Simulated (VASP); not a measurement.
Ag, 1 atom in the cell. The structure is cubic, space group Fm-3m (No. 225). Conventional cell: a = 4.085 Å, b = 4.085 Å, c = 4.085 Å, α = 90.00°, β = 90.00°, γ = 90.00°. Ag (site symmetry m-3m) has 12 Ag at 2.89 Å within 3.8 Å. 

| Item | Value |
| --- | --- |
| Program | VASP 6.6.1 |
| Task | relaxation of cell and atoms |
| Functional | PBEsol |
| Dispersion | D3(BJ) |
| Potentials or basis | VASP PAW PBE potentials, release 64 (Ag) |
| Cutoff | 600 eV |
| k mesh | 11 × 11 × 11 |
| Occupations | fermi-dirac, width 0.05 eV |
| Spin | no spin polarisation |
| Dipole correction | no |
| Further INCAR settings | ALGO = Normal; EDIFF = 1e-07; IBRION = 2; EDIFFG = -0.005; NSW = 80; ISIF = 3 |

Potentials or basis: VASP PAW PBE potentials, release 64 (Ag).

Command:

```bash
$ cat potpaw_PBE.64/Ag/POTCAR > POTCAR
$ mpirun -np 1 vasp_std > vasp.out
```

Hardware: 1 thread of AMD EPYC 9R45 96-Core Processor (Zen 5) (shared host).

Question: Estimate the wall time of this run.

Answer: Run time: 18 s on 1 thread of AMD EPYC 9R45 96-Core Processor (Zen 5), with other jobs on the host, peak memory 0.13 GiB. Counts: scf iterations 42, k points 56, ion steps 6.
